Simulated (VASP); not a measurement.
# CsLiCr2Te2S3 (Cm) in VASP: single point with PBE+U

Aim: the single point of CsLiCr2Te2S3 with PBE+U.

Everything below comes from runs of VASP 6.6.1. Logs are shortened: lines on timing, memory, paths and dates and some standing lists are left out, and cuts for length are marked.

### Step 1. The cell of the first run

It takes space group Cm (No. 8, monoclinic). The conventional cell has a = 6.843 Å, b = 10.361 Å, c = 7.978 Å, α = 90.00°, β = 111.21°, γ = 90.00°. Within 4.7 Å of Cs (site symmetry m) lie 6 S at 3.58 to 4.55 Å and 2 Li at 4.01 to 4.44 Å and 6 Te at 4.15 to 4.36 Å and 6 Cr at 4.63 to 4.67 Å. Within 3.3 Å of Li (site symmetry m) lie 3 S at 2.42 to 2.56 Å and 2 Te at 3.02 Å and 4 Cr at 3.10 to 3.27 Å. Cr (site symmetry 1) has 3 S at 2.20 to 2.25 Å and 1 Te at 2.51 Å within 2.9 Å. Te (site symmetry 1) has 1 Cr at 2.51 Å and 1 Li at 3.02 Å and 1 Te at 3.20 Å within 3.3 Å. Within 3.0 Å of S (site symmetry 1) lie 2 Cr at 2.24 to 2.25 Å and 1 Li at 2.56 Å. Within 2.9 Å of S (site symmetry m) lie 2 Cr at 2.20 Å and 1 Li at 2.42 Å.

### Step 2. Single point, PBE+U, collinear spin, ferromagnetic start

INCAR reads:

```
PREC = Accurate
ENCUT = 520
EDIFF = 1E-6
ISMEAR = -1
SIGMA = 0.05
LREAL = F
LASPH = T
NELM = 150
ALGO = Normal
ISIF = 2
LWAVE = F
LCHARG = T
ISPIN = 2
MAGMOM = 0 0 3 3 0 0 0 0 0
LORBIT = 11
LMAXMIX = 4
LDAU = T
LDAUTYPE = 2
LDAUL = -1 -1 2 -1 -1
LDAUU = 0 0 6 0 0
LDAUJ = 0 0 0 0 0
LDAUPRINT = 1
GGA = PE
LELF = T
LVHAR = T
NBANDS = 47
```

KPOINTS reads:

```
regular mesh
0
Gamma
  4 4 3
```

POSCAR reads:

```
CsLiCr2Te2S3
1.0
    3.4216200000     -5.1806900000      0.0078400000
    3.4216200000      5.1806900000      0.0078400000
   -2.9041100000      0.0000000000      7.4309300000
Cs Li Cr Te S
1 1 2 2 3
Direct
    0.0937400000      0.0937400000      0.0085300000
    0.5887500000      0.5887500000      0.5533600000
    0.0564600000      0.4675500000      0.5579000000
    0.4675500000      0.0564600000      0.5579000000
    0.5648600000      0.8735700000      0.2903500000
    0.8735700000      0.5648600000      0.2903500000
    0.8115100000      0.3969700000      0.7334700000
    0.3969700000      0.8115100000      0.7334700000
    0.2140400000      0.2140400000      0.4837100000
```

Potentials or basis: VASP PAW PBE potentials, release 64 (Cs_sv, Li_sv, Cr_pv, Te, S).

Run with:

```console
$ cat potpaw_PBE.64/Cs_sv/POTCAR potpaw_PBE.64/Li_sv/POTCAR potpaw_PBE.64/Cr_pv/POTCAR potpaw_PBE.64/Te/POTCAR potpaw_PBE.64/S/POTCAR > POTCAR
$ mpirun -np 1 vasp_std > vasp.out
```

OUTCAR:

```text
PREC = Accurate
   ENCUT = 520
   EDIFF = 1E-6
   ISMEAR = -1
   LREAL = F
   LASPH = T
   NELM = 150
   ISIF = 2
   ISPIN = 2
   LORBIT = 11
   GGA = PE

 ion  position               nearest neighbor table
   1  0.094  0.094  0.009-
   2  0.589  0.589  0.553-   9 2.42   8 2.56   7 2.56   6 3.02   5 3.02
   3  0.056  0.468  0.558-   9 2.20   7 2.24   8 2.25   6 2.51
   4  0.468  0.056  0.558-   9 2.20   8 2.24   7 2.25   5 2.51
   5  0.565  0.874  0.290-   4 2.51   2 3.02   6 3.20
   6  0.874  0.565  0.290-   3 2.51   2 3.02   5 3.20
   7  0.812  0.397  0.733-   3 2.24   4 2.25   2 2.56
   8  0.397  0.812  0.733-   4 2.24   3 2.25   2 2.56
   9  0.214  0.214  0.484-   3 2.20   4 2.20   2 2.42

  LATTYP: Found a base centered monoclinic cell.
 ALAT       =     6.8432579639
 B/A-ratio  =     1.5141004555
 C/A-ratio  =     1.1658564481
 COS(beta)  =    -0.3618680181

  Lattice vectors:

 A1 = (   3.4216200000,  -5.1806900000,   0.0078400000)
 A2 = (   3.4216200000,   5.1806900000,   0.0078400000)
 A3 = (  -2.9041100000,   0.0000000000,   7.4309300000)

Analysis of symmetry for initial positions (statically):
=====================================================================
 Subroutine PRICEL returns:
 Original cell was already a primitive cell.

 Routine SETGRP: Setting up the symmetry group for a
 base centered monoclinic supercell.

 Subroutine GETGRP returns: Found  2 space group operations
 (whereof  2 operations were pure point group operations)
 out of a pool of  4 trial point group operations.

The static configuration has the point symmetry C_1h.

Analysis of symmetry for dynamics (positions and initial velocities):
=====================================================================
 Subroutine PRICEL returns:
 Original cell was already a primitive cell.

 Routine SETGRP: Setting up the symmetry group for a
 base centered monoclinic supercell.

 Subroutine GETGRP returns: Found  2 space group operations
 (whereof  2 operations were pure point group operations)
 out of a pool of  4 trial point group operations.

The dynamic configuration has the point symmetry C_1h.

Analysis of structural, dynamic, and magnetic symmetry:
=====================================================================
 Subroutine PRICEL returns:
 Original cell was already a primitive cell.

 Routine SETGRP: Setting up the symmetry group for a
 base centered monoclinic supercell.

 Subroutine GETGRP returns: Found  2 space group operations
 (whereof  2 operations were pure point group operations)
 out of a pool of  4 trial point group operations.

The overall configuration has the point symmetry C_1h.

 Subroutine INISYM returns: Found  2 space group operations
 (whereof  2 operations are pure point group operations),
 and found     1 'primitive' translations

----------------------------------------------------------------------------------------

                                     Primitive cell

  volume of cell :     263.6825

  direct lattice vectors                    reciprocal lattice vectors
     3.421620000 -5.180690000  0.007840000     0.145998873 -0.096512241  0.057058374
     3.421620000  5.180690000  0.007840000     0.145998873  0.096512241  0.057058374
    -2.904110000  0.000000000  7.430930000    -0.000308072  0.000000000  0.134452259

  length of vectors
     6.208630587  6.208630587  7.978256423     0.184081345  0.184081345  0.134452612

  position of ions in fractional coordinates (direct lattice)
     0.093740000  0.093740000  0.008530000
     0.588750000  0.588750000  0.553360000
     0.056460000  0.467550000  0.557900000
     0.467550000  0.056460000  0.557900000
     0.564860000  0.873570000  0.290350000
     0.873570000  0.564860000  0.290350000
     0.811510000  0.396970000  0.733470000
[... 131 lines left out ...]

spin component  2

  0.0572 -0.0165  0.0051  0.0214 -0.0124
 -0.0165  0.0804 -0.0197 -0.0083 -0.0009
  0.0051 -0.0197  0.0483 -0.0001  0.0142
  0.0214 -0.0083 -0.0001  0.1083  0.0229
 -0.0124 -0.0009  0.0142  0.0229  0.1056

 occupancies and eigenvectors

  o =  0.0345  v =  0.0000  0.0000  0.0000  0.0000  0.0000  0.3979 -0.2368 -0.7988 -0.2372  0.3020      0.0000  0.0000  0.0000  0.0000  0.0000  0.0000  0.0000  0.0000  0.0000  0.0000
  o =  0.0407  v =  0.0000  0.0000  0.0000  0.0000  0.0000  0.7594  0.4535  0.3719 -0.2364  0.1531      0.0000  0.0000  0.0000  0.0000  0.0000  0.0000  0.0000  0.0000  0.0000  0.0000
  o =  0.0869  v =  0.0000  0.0000  0.0000  0.0000  0.0000 -0.0149 -0.6906  0.4436 -0.5146  0.2476      0.0000  0.0000  0.0000  0.0000  0.0000  0.0000  0.0000  0.0000  0.0000  0.0000
  o =  0.1034  v =  0.0000  0.0000  0.0000  0.0000  0.0000 -0.4864  0.4554 -0.0311 -0.2946  0.6843      0.0000  0.0000  0.0000  0.0000  0.0000  0.0000  0.0000  0.0000  0.0000  0.0000
  o =  0.1344  v =  0.0000  0.0000  0.0000  0.0000  0.0000 -0.1679  0.2323 -0.1605 -0.7323 -0.5965      0.0000  0.0000  0.0000  0.0000  0.0000  0.0000  0.0000  0.0000  0.0000  0.0000
  o =  0.4621  v = -0.2197  0.0318 -0.0574 -0.8272 -0.5130  0.0000  0.0000  0.0000  0.0000  0.0000      0.0000  0.0000  0.0000  0.0000  0.0000  0.0000  0.0000  0.0000  0.0000  0.0000
  o =  0.6548  v =  0.4634 -0.4586 -0.1165  0.2946 -0.6889  0.0000  0.0000  0.0000  0.0000  0.0000      0.0000  0.0000  0.0000  0.0000  0.0000  0.0000  0.0000  0.0000  0.0000  0.0000
  o =  0.8377  v =  0.0431 -0.7012  0.5998 -0.2565  0.2846  0.0000  0.0000  0.0000  0.0000  0.0000      0.0000  0.0000  0.0000  0.0000  0.0000  0.0000  0.0000  0.0000  0.0000  0.0000
  o =  0.9100  v = -0.0888  0.4281  0.7832  0.2226 -0.3819  0.0000  0.0000  0.0000  0.0000  0.0000      0.0000  0.0000  0.0000  0.0000  0.0000  0.0000  0.0000  0.0000  0.0000  0.0000
  o =  0.9209  v =  0.8528  0.3374  0.0998 -0.3371  0.1881  0.0000  0.0000  0.0000  0.0000  0.0000      0.0000  0.0000  0.0000  0.0000  0.0000  0.0000  0.0000  0.0000  0.0000  0.0000

atom =   4  type =  3  l = 2

 onsite density matrix

spin component  1

  0.8414  0.0627 -0.0072  0.1186 -0.0318
  0.0627  0.8216 -0.0180 -0.0320  0.0582
 -0.0072 -0.0180  0.8792 -0.0017 -0.0458
  0.1186 -0.0320 -0.0017  0.5778 -0.1337
 -0.0318  0.0582 -0.0458 -0.1337  0.6655

spin component  2

  0.0572 -0.0165 -0.0051 -0.0214  0.0124
 -0.0165  0.0804  0.0197  0.0083  0.0009
 -0.0051  0.0197  0.0483 -0.0001  0.0142
 -0.0214  0.0083 -0.0001  0.1083  0.0229
  0.0124  0.0009  0.0142  0.0229  0.1056

 occupancies and eigenvectors

  o =  0.0345  v =  0.0000  0.0000  0.0000  0.0000  0.0000  0.3979 -0.2368  0.7988  0.2372 -0.3020      0.0000  0.0000  0.0000  0.0000  0.0000  0.0000  0.0000  0.0000  0.0000  0.0000
  o =  0.0407  v =  0.0000  0.0000  0.0000  0.0000  0.0000  0.7594  0.4535 -0.3719  0.2364 -0.1531      0.0000  0.0000  0.0000  0.0000  0.0000  0.0000  0.0000  0.0000  0.0000  0.0000
  o =  0.0869  v =  0.0000  0.0000  0.0000  0.0000  0.0000  0.0149  0.6906  0.4436 -0.5146  0.2476      0.0000  0.0000  0.0000  0.0000  0.0000  0.0000  0.0000  0.0000  0.0000  0.0000
  o =  0.1034  v =  0.0000  0.0000  0.0000  0.0000  0.0000  0.4864 -0.4554 -0.0311 -0.2946  0.6843      0.0000  0.0000  0.0000  0.0000  0.0000  0.0000  0.0000  0.0000  0.0000  0.0000
  o =  0.1344  v =  0.0000  0.0000  0.0000  0.0000  0.0000  0.1679 -0.2323 -0.1605 -0.7323 -0.5965      0.0000  0.0000  0.0000  0.0000  0.0000  0.0000  0.0000  0.0000  0.0000  0.0000
  o =  0.4621  v =  0.2197 -0.0318 -0.0574 -0.8272 -0.5130  0.0000  0.0000  0.0000  0.0000  0.0000      0.0000  0.0000  0.0000  0.0000  0.0000  0.0000  0.0000  0.0000  0.0000  0.0000
  o =  0.6548  v = -0.4634  0.4586 -0.1165  0.2946 -0.6889  0.0000  0.0000  0.0000  0.0000  0.0000      0.0000  0.0000  0.0000  0.0000  0.0000  0.0000  0.0000  0.0000  0.0000  0.0000
  o =  0.8377  v = -0.0431  0.7012  0.5998 -0.2565  0.2846  0.0000  0.0000  0.0000  0.0000  0.0000      0.0000  0.0000  0.0000  0.0000  0.0000  0.0000  0.0000  0.0000  0.0000  0.0000
  o =  0.9100  v = -0.0888  0.4281 -0.7832 -0.2226  0.3819  0.0000  0.0000  0.0000  0.0000  0.0000      0.0000  0.0000  0.0000  0.0000  0.0000  0.0000  0.0000  0.0000  0.0000  0.0000
  o =  0.9209  v =  0.8528  0.3374 -0.0998  0.3371 -0.1881  0.0000  0.0000  0.0000  0.0000  0.0000      0.0000  0.0000  0.0000  0.0000  0.0000  0.0000  0.0000  0.0000  0.0000  0.0000

 number of electron      66.0000015 magnetization       5.9121338

 Free energy of the ion-electron system (eV)
  ---------------------------------------------------
  ext. energy  EPLUGINS =         0.00000000
  ---------------------------------------------------
  free energy    TOTEN  =       -37.13158419 eV

  energy without entropy =      -37.09650145  energy(sigma->0) =      -37.11404282

 E-fermi :   2.8487     XC(G=0):  -8.2975

 val. band max:        2.8394343721   @ k =   0.2500   0.0000   0.3333
 cond. band min:       2.8751753008   @ k =   0.0000   0.0000   0.0000
 fundamental gap:      0.0357409288
 Fermi energy:         2.8487065841

 spin component 1

 k-point     1 :       0.0000    0.0000    0.0000
  band No.  band energies     occupation
      1     -42.7629      1.00000
      2     -41.3814      1.00000
      3     -41.3702      1.00000
      4     -41.3144      1.00000
      5     -41.3139      1.00000
      6     -41.2537      1.00000
[... 805 lines left out ...]
     44       7.8017      0.00000
     45       8.3134      0.00000
 Fermi energy:         2.8487065841

 spin component 2

 k-point     1 :       0.0000    0.0000    0.0000
  band No.  band energies     occupation
      1     -42.7628      1.00000
      2     -38.0981      1.00000
      3     -38.0820      1.00000
      4     -37.9206      1.00000
      5     -37.9185      1.00000
      6     -37.7173      1.00000
[... 805 lines left out ...]
     44       8.3861      0.00000
     45       8.5215      0.00000
 [bands above 45 left out]

------------------------ aborting loop because EDIFF is reached ----------------------------------------

  FORCE on cell =-STRESS in cart. coord.  units (eV):
  Direction    XX          YY          ZZ          XY          YZ          ZX
  --------------------------------------------------------------------------------------
  -------------------------------------------------------------------------------------
  Total        6.3958928      6.7400177      9.9359933      0.0000000      0.0000000     -0.9564880
  in kB       38.8624778     40.9534362     60.3726998      0.0000000      0.0000000     -5.8117758
  external PRESSURE =      46.7295379 kB  Pullay stress =       0.0000000 kB

 VOLUME and BASIS-vectors are now :
 -----------------------------------------------------------------------------
  energy-cutoff  :      520.00
  volume of cell :      263.68
      direct lattice vectors                 reciprocal lattice vectors
     3.421620000 -5.180690000  0.007840000     0.145998873 -0.096512241  0.057058374
     3.421620000  5.180690000  0.007840000     0.145998873  0.096512241  0.057058374
    -2.904110000  0.000000000  7.430930000    -0.000308072  0.000000000  0.134452259

 POSITION                                       TOTAL-FORCE (eV/Angst)
 -----------------------------------------------------------------------------------
      0.61671      0.00000      0.06486        -0.020097      0.000000     -0.128037
      2.42194      0.00000      4.12121        -0.118199      0.000000      0.224009
      0.17276      2.12973      4.14982        -0.403451     -0.276120      0.449621
      0.17276     -2.12973      4.14982        -0.403451      0.276120      0.449621
      4.07855      1.59933      2.16885         0.326996     -1.749961     -1.485252
      4.07855     -1.59933      2.16885         0.326996      1.749961     -1.485252
      2.00488     -2.14760      5.45984         0.133036      0.577880      1.286473
      2.00488      2.14760      5.45984         0.133036     -0.577880      1.286473
      0.05998      0.00000      3.59777         0.025133      0.000000     -0.597657
 -----------------------------------------------------------------------------------
    total drift:                               -0.000151      0.000000     -0.000125

  FREE ENERGIE OF THE ION-ELECTRON SYSTEM (eV)
  ---------------------------------------------------
  free  energy   TOTEN  =       -37.1315841935 eV

  energy  without entropy=      -37.0965014466  energy(sigma->0) =      -37.11404282

 total charge

# of ion       s       p       d       tot
------------------------------------------
    1        1.832   4.705   0.023   6.560
    2        2.015   0.050   0.000   2.065
    3        0.334   6.297   4.157  10.788
    4        0.334   6.297   4.157  10.788
    5        1.397   1.946   0.024   3.367
    6        1.397   1.946   0.024   3.367
    7        1.339   2.428   0.000   3.767
    8        1.339   2.428   0.000   3.767
    9        1.345   2.446   0.000   3.791
--------------------------------------------------
tot         11.332  28.542   8.385  48.259

 magnetization (x)

# of ion       s       p       d       tot
------------------------------------------
    1       -0.000  -0.003   0.001  -0.002
    2        0.000   0.000   0.000   0.000
    3        0.042   0.025   3.374   3.441
    4        0.042   0.025   3.374   3.441
    5       -0.003  -0.122   0.007  -0.118
    6       -0.003  -0.122   0.007  -0.118
    7       -0.011  -0.218   0.000  -0.229
    8       -0.011  -0.218   0.000  -0.229
    9       -0.009  -0.241   0.000  -0.250
--------------------------------------------------
tot          0.048  -0.875   6.763   5.936
```

Wall time 7.4 min (1 thread of Intel Xeon 6975P-C (Granite Rapids), shared host); peak memory 0.69 GiB.

Results:

| Quantity | Value |
| --- | --- |
| Free energy | -37.1316 eV |
| Largest force | 2.318 eV/Å |
| Net moment | 5.91 μB per cell |
| Site moments | Cs -0.00; Li +0.00; Cr +3.44; Te -0.12; S -0.23, -0.25 (each value once) μB |
| Valence electrons inside the program's atomic spheres | Cs 6.56; Li 2.06; Cr 10.79; Te 3.37; S 3.77, 3.79 (each value once) |

Forces on the atoms (eV/Å):
```
Cs  -0.020  0.000 -0.128
Li  -0.118  0.000  0.224
Cr  -0.403 -0.276  0.450
Cr  -0.403  0.276  0.450
Te   0.327 -1.750 -1.485
Te   0.327  1.750 -1.485
S    0.133  0.578  1.286
S    0.133 -0.578  1.286
S    0.025  0.000 -0.598
```

Levels at points of the mesh, in eV from the Fermi level:
Spin up:
```tsv
k point	band 32	band 33	band 34	band 35	band 36	band 37	band 38	band 39	band 40	band 41
(0.00, 0.00, 0.00)	-1.73	-1.45	-0.98	-0.70	-0.23	0.08	0.88	0.97	1.71	2.09
(0.50, 0.00, 0.00)	-1.54	-1.15	-0.50	-0.26	-0.07	0.29	0.63	0.86	1.21	1.37
(0.50, 0.50, 0.00)	-1.13	-1.04	-0.89	-0.34	0.36	0.61	0.80	0.86	1.00	1.82
```
Spin down:
```csv
k point,band 26,band 27,band 28,band 29,band 30,band 31,band 32,band 33,band 34,band 35
"(0.00, 0.00, 0.00)",-1.77,-1.58,-1.47,-1.11,-0.30,0.03,2.93,3.00,3.35,3.71
"(0.50, 0.00, 0.00)",-1.92,-1.59,-1.13,-1.00,-0.65,0.31,2.96,3.18,3.39,3.54
"(0.50, 0.50, 0.00)",-1.87,-1.73,-1.10,-0.98,-0.15,0.11,3.10,3.46,3.60,3.62
```

Eigenvalues of the final occupation matrices:
```tsv
site	spin	trace	eigenvalues
site 3 d	1	3.79	0.46 0.65 0.84 0.91 0.92
site 3 d	2	0.40	0.03 0.04 0.09 0.10 0.13
site 4 d	1	3.79	0.46 0.65 0.84 0.91 0.92
site 4 d	2	0.40	0.03 0.04 0.09 0.10 0.13
```

Caveat: the cutoff is under 1.25 times the usual one of these potentials, so pressure, stress and relaxed cells hold a basis-set (Pulay) error; spin-orbit coupling is left out, which moves the levels of the heavy elements; the run started ferromagnetic, and an antiferromagnetic order may lie lower in energy; forces of over 1 eV/Å act on the atoms, so gaps and moduli don't describe the material at rest.
